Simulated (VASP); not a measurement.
# Li7Sb (P-6m2) in VASP: notebook, part 2 of 2

VASP 6.6.1. The steps go on from the part before.

## (4) Relaxation of cell and atoms, PBE

INCAR reads:

```
PREC = Accurate ; ENCUT = 600
EDIFF = 1E-7 ; ISMEAR = 0
SIGMA = 0.1 ; LREAL = F
LASPH = T ; NELM = 60
ALGO = Fast ; ISIF = 3
LWAVE = F ; LCHARG = F
GGA = PE ; IBRION = 2
NSW = 100 ; EDIFFG = -0.01
```

KPOINTS reads:

```
Automatic mesh
0
Gamma
  9 9 8
```

POSCAR reads:

```
Li7Sb
1.0
    5.8421374500      0.0000000000      0.0000000000
   -2.9210687300      5.0594394500      0.0000000000
    0.0000000000      0.0000000000      4.7064977300
Li Sb
7 1
Direct
    0.9996074400      0.4998037200      0.0000000000
    0.5001962800      0.0003925600      0.0000000000
    0.5001962800      0.4998037200      0.0000000000
    0.1649293900      0.8350706100      0.5000000000
    0.1649293900      0.3298587800      0.5000000000
    0.6701412200      0.8350706100      0.5000000000
    0.6666666700      0.3333333300      0.5000000000
    0.0000000000      0.0000000000      0.0000000000
```

The run is started by

```bash
> cat potpaw_PBE.64/Li_sv/POTCAR potpaw_PBE.64/Sb/POTCAR > POTCAR
> mpirun -np 1 vasp_std > vasp.out
```

Wall time 19 min (1 thread of Intel Xeon 6975P-C (Granite Rapids), shared host); peak memory 0.43 GiB.

The run converged. Its results:

```yaml
Free_energy: -19.4932 eV
Relaxed_volume: 18.74 Å³/atom
Relaxed_cell: a = 6.043 Å, b = 6.043 Å, c = 4.740 Å, α = 90.00°, β = 90.00°, γ = 120.00°
Space_group_after_relaxing_to_0.1_Å: P-6m2 (No. 187)
Energy_gained_by_relaxing: 9.0 meV/atom
Ionic_steps: 8
Pressure_after_relaxing: 0.0 GPa
Largest_force_after_relaxing: 0.004 eV/Å
Band_gap_on_the_k_mesh: zero (bands 13 and 14 overlap by 0.94 eV)
```

Forces on the atoms (eV/Å):
```
Li   0.003  0.002  0.000
Li   0.000 -0.004  0.000
Li  -0.003  0.002  0.000
Li  -0.001  0.001  0.000
Li   0.000 -0.002  0.000
Li   0.001  0.001  0.000
Li   0.000  0.000  0.000
Sb   0.000  0.000  0.000
```

The path:
| step | energy change (eV) | largest force (eV/Å) | pressure (GPa) | volume (Å³) |
| --- | --- | --- | --- | --- |
| 1 | 0.0000 | 0.1390 | 1.61 | 139.11 |
| 2 | -0.0347 | 0.1266 | 0.99 | 142.66 |
| 3 | -0.0635 | 0.1032 | -0.30 | 151.78 |
| 4 | -0.0641 | 0.1055 | -0.16 | 150.63 |
| 5 | -0.0674 | 0.0819 | -0.12 | 150.41 |
| 6 | -0.0718 | 0.0102 | 0.02 | 149.75 |
| 7 | -0.0718 | 0.0067 | 0.03 | 149.71 |
| 8 | -0.0719 | 0.0037 | 0.01 | 149.90 |

Final structure:
```
Li Sb
1.0
     6.04254    0.00000    0.00000
    -3.02127    5.23299    0.00000
     0.00000    0.00000    4.74044
Li Sb
7 1
Direct
  0.00494 0.50247 0.00000
  0.49753 0.99506 0.00000
  0.49753 0.50247 0.00000
  0.15952 0.84048 0.50000
  0.15952 0.31904 0.50000
  0.68096 0.84048 0.50000
  0.66667 0.33333 0.50000
  0.00000 0.00000 0.00000
```

Levels at points of the mesh, in eV from the Fermi level:
```tsv
k point	band 10	band 11	band 12	band 13	band 14	band 15	band 16	band 17
(0.00, 0.00, 0.00)	-2.65	-2.25	-2.05	-0.19	0.31	0.31	1.77	2.44
(0.00, 0.00, 0.50)	-2.39	-2.39	-0.82	-0.60	0.29	0.29	0.46	3.00
```

Caveat: the cutoff is under 1.25 times the usual one of these potentials, so pressure, stress and relaxed cells hold a basis-set (Pulay) error; spin-orbit coupling is left out, which moves the levels of the heavy elements.

## (5) Relaxation of cell and atoms, PBE

This run uses another cell than the first one, of 18.78 Å³/atom.

INCAR reads:

```
SYSTEM = Li7Sb
  PREC = Accurate
  ENCUT = 600
  EDIFF = 1E-6
  ISMEAR = 0
  SIGMA = 0.1
  LREAL = .FALSE.
  LASPH = .TRUE.
  NELM = 100
  ALGO = Fast
  ISIF = 3
  LWAVE = .FALSE.
  LCHARG = .FALSE.
  GGA = PE
  IBRION = 2
  NSW = 100
  EDIFFG = -0.01
```

KPOINTS reads:

```
regular mesh
0
G
  9 9 8
  0 0 0
```

POSCAR reads:

```
Li7Sb
1.0
    6.0465859807      0.0000000030      0.0000000000
   -3.0232929929      5.2364970640      0.0000000000
    0.0000000000      0.0000000000      4.7461426384
Li Sb
7 1
Direct
    1.0052302059      0.5026151029      0.0000000000
    0.4973848971     -0.0052302059      0.0000000000
    0.4973848971      0.5026151029      0.0000000000
    0.1594554175      0.8405445825      0.5000000000
    0.1594554175      0.3189108350      0.5000000000
    0.6810891650      0.8405445825      0.5000000000
    0.6666666667      0.3333333333      0.5000000000
    0.0000000000      0.0000000000      0.0000000000
```

Potentials or basis: VASP PAW PBE potentials, release 64 (Li_sv, Sb).

The run is started by

```bash
> cat potpaw_PBE.64/Li_sv/POTCAR potpaw_PBE.64/Sb/POTCAR > POTCAR
> mpirun -np 1 vasp_std > vasp.out
```

OUTCAR:

```text
SYSTEM = Li7Sb
   PREC = Accurate
   ENCUT = 600
   EDIFF = 1E-6
   ISMEAR = 0
   LREAL = .FALSE.
   LASPH = .TRUE.
   NELM = 100
   ISIF = 3
   GGA = PE
   IBRION = 2
   NSW = 100
   EDIFFG = -0.01

 ion  position               nearest neighbor table
   1  0.005  0.503  0.000-   8 3.02   8 3.02
   2  0.497  0.995  0.000-   8 3.02   8 3.02
   3  0.497  0.503  0.000-   8 3.02   8 3.02
   4  0.159  0.841  0.500-   8 2.90   8 2.90
   5  0.159  0.319  0.500-   8 2.90   8 2.90
   6  0.681  0.841  0.500-   8 2.90   8 2.90
   7  0.667  0.333  0.500-
   8  0.000  0.000  0.000-   4 2.90   4 2.90   6 2.90   6 2.90   5 2.90   5 2.90   2 3.02   1 3.02
                             3 3.02   3 3.02   2 3.02   1 3.02

  LATTYP: Found a hexagonal cell.
 ALAT       =     6.0465859807
 C/A-ratio  =     0.7849293227

  Lattice vectors:

 A1 = (   6.0465859807,   0.0000000030,   0.0000000000)
 A2 = (  -3.0232929929,   5.2364970640,   0.0000000000)
 A3 = (   0.0000000000,   0.0000000000,   4.7461426384)
[... 246 lines left out ...]
 Fermi energy:         2.5411838145

 k-point     1 :       0.0000    0.0000    0.0000
  band No.  band energies     occupation
      1     -44.2281      2.00000
      2     -44.1356      2.00000
      3     -44.1250      2.00000
      4     -44.1250      2.00000
      5     -44.0393      2.00000
      6     -44.0281      2.00000
[... 481 lines left out ...]
      5     -44.0368      2.00000
      6     -44.0308      2.00000
[... 10 lines left out ...]
     17       5.0191      0.00000
     18       5.6361      0.00000

 [... further k-points ...]

------------------------ aborting loop because EDIFF is reached ----------------------------------------

  FORCE on cell =-STRESS in cart. coord.  units (eV):
  Direction    XX          YY          ZZ          XY          YZ          ZX
  --------------------------------------------------------------------------------------
  -------------------------------------------------------------------------------------
  Total       -0.0530655     -0.0530655     -0.0463159     -0.0000000      0.0000000      0.0000000
  in kB       -0.5665719     -0.5665719     -0.4945073     -0.0000000      0.0000000      0.0000000
  external PRESSURE =      -0.5425504 kB  Pullay stress =       0.0000000 kB

 VOLUME and BASIS-vectors are now :
 -----------------------------------------------------------------------------
  energy-cutoff  :      600.00
  volume of cell :      150.06
      direct lattice vectors                 reciprocal lattice vectors
     6.043629782  0.000000003  0.000000000     0.165463477  0.095530383  0.000000000
    -3.021814894  5.233936921  0.000000000    -0.000000000  0.191060766  0.000000000
     0.000000000  0.000000000  4.743965001    -0.000000000 -0.000000000  0.210794135

 POSITION                                       TOTAL-FORCE (eV/Angst)
 -----------------------------------------------------------------------------------
     -1.48723      2.63064      4.74397        -0.000466     -0.000269     -0.000000
     -0.00000      5.20660      0.00000        -0.000000      0.000538     -0.000000
      1.48723      2.63064      4.74397         0.000466     -0.000269     -0.000000
     -1.57629      4.39936      2.37198         0.000757     -0.000437      0.000000
     -0.00000      1.66915      2.37198        -0.000000      0.000874     -0.000000
      1.57629      4.39936      2.37198        -0.000757     -0.000437      0.000000
      3.02181      1.74465      2.37198         0.000000     -0.000000     -0.000000
      6.04363      0.00000      4.74397         0.000000     -0.000000     -0.000000
 -----------------------------------------------------------------------------------
    total drift:                               -0.000002      0.000001     -0.000000

  FREE ENERGIE OF THE ION-ELECTRON SYSTEM (eV)
  ---------------------------------------------------
  free  energy   TOTEN  =       -19.5015493088 eV

  energy  without entropy=      -19.4881489670  energy(sigma->0) =      -19.49484914

 reached required accuracy - stopping structural energy minimisation
```

OSZICAR:

```text
N       E                     dE             d eps       ncg     rms          rms(c)
DAV:   1     0.136016103475E+03    0.13602E+03   -0.12618E+04  2160   0.155E+03
DAV:   2     0.116751441529E+02   -0.12434E+03   -0.12104E+03  2346   0.361E+02
DAV:   3    -0.152578335634E+02   -0.26933E+02   -0.26632E+02  3990   0.800E+01
[... 21 lines left out ...]
DAV:   1    -0.195015975467E+02   -0.15085E-03   -0.14364E-03  2802   0.313E-01    0.615E-02
RMM:   2    -0.195015560328E+02    0.41514E-04   -0.23033E-04  2546   0.158E-01    0.392E-02
RMM:   3    -0.195015462259E+02    0.98069E-05   -0.13533E-04  2977   0.917E-02    0.115E-02
RMM:   4    -0.195015484007E+02   -0.21748E-05   -0.37611E-05  3123   0.446E-02    0.795E-03
RMM:   5    -0.195015493088E+02   -0.90809E-06   -0.78514E-06  2128   0.214E-02
   2 F= -.19501549E+02 E0= -.19494849E+02  d E =-.102284E-03
```

Run time: 2.7 min. Hardware: 1 thread of Intel Xeon 6975P-C (Granite Rapids), shared host; peak memory 0.4 GiB.

Results:

```
Free energy                           : -19.5015 eV
Relaxed volume                        : 18.76 Å³/atom
Relaxed cell                          : a = 6.044 Å, b = 6.044 Å, c = 4.744 Å, α = 90.00°, β = 90.00°, γ = 120.00°
Space group after relaxing (to 0.1 Å) : P-6m2 (No. 187)
Energy gained by relaxing             : 0.0 meV/atom
Ionic steps                           : 2
Pressure after relaxing               : -0.1 GPa
Band gap on the k mesh                : zero (bands 13 and 14 overlap by 0.94 eV)
```

Step by step:
```tsv
step	energy change (eV)	largest force (eV/Å)	pressure (GPa)	volume (Å³)
1	0.0000	0.0007	-0.08	150.28
2	-0.0001	0.0009	-0.05	150.06
```

Final structure:
```yaml
crystal:
  lattice:
    - [6.04363, 0.00000, 0.00000]
    - [-3.02181, 5.23394, 0.00000]
    - [0.00000, 0.00000, 4.74397]
  atoms:
    - { symbol: Li, position: [0.00522, 0.50261, 0.00000] }
    - { symbol: Li, position: [0.49739, 0.99478, 0.00000] }
    - { symbol: Li, position: [0.49739, 0.50261, 0.00000] }
    - { symbol: Li, position: [0.15945, 0.84055, 0.50000] }
    - { symbol: Li, position: [0.15945, 0.31891, 0.50000] }
    - { symbol: Li, position: [0.68109, 0.84055, 0.50000] }
    - { symbol: Li, position: [0.66667, 0.33333, 0.50000] }
    - { symbol: Sb, position: [0.00000, 0.00000, 0.00000] }
```

Caveat: the cutoff is under 1.25 times the usual one of these potentials, so pressure, stress and relaxed cells hold a basis-set (Pulay) error; spin-orbit coupling is left out, which moves the levels of the heavy elements.

## (6) Summary

```tsv
task	cell	k mesh	cutoff (eV)	gap on the mesh (eV)	pressure (GPa)	relaxed volume (Å³/atom)
single point	a = 5.842, b = 5.842, c = 4.706 Å, angles 90.0, 90.0, 120.0°, 8 atoms, atomic positions A	3 × 3 × 4	520	none	-	-
single point	a = 6.047, b = 6.047, c = 4.746 Å, angles 90.0, 90.0, 120.0°, 8 atoms, atomic positions B	9 × 9 × 8	520	none	-	-
relaxation of cell and atoms	relaxed from a = 5.842, b = 5.842, c = 4.706 Å, angles 90.0, 90.0, 120.0°, 8 atoms, atomic positions A	9 × 9 × 8	600	none	0.0	18.74
relaxation of cell and atoms	relaxed from a = 6.047, b = 6.047, c = 4.746 Å, angles 90.0, 90.0, 120.0°, 8 atoms, atomic positions B	9 × 9 × 8	600	none	-0.1	18.76
```

Alike in all rows: level PBE; potentials or basis VASP PAW PBE potentials, release 64 (Li_sv, Sb); no spin polarisation; smearing gaussian 0.1 eV.

Caveats: some runs use coarse meshes; the cutoff is under 1.25 times the usual one of these potentials, so pressure, stress and relaxed cells hold a basis-set (Pulay) error; spin-orbit coupling is left out, which moves the levels of the heavy elements.

Total energies depend on the potentials used, so only differences within one code and one set of settings carry meaning.
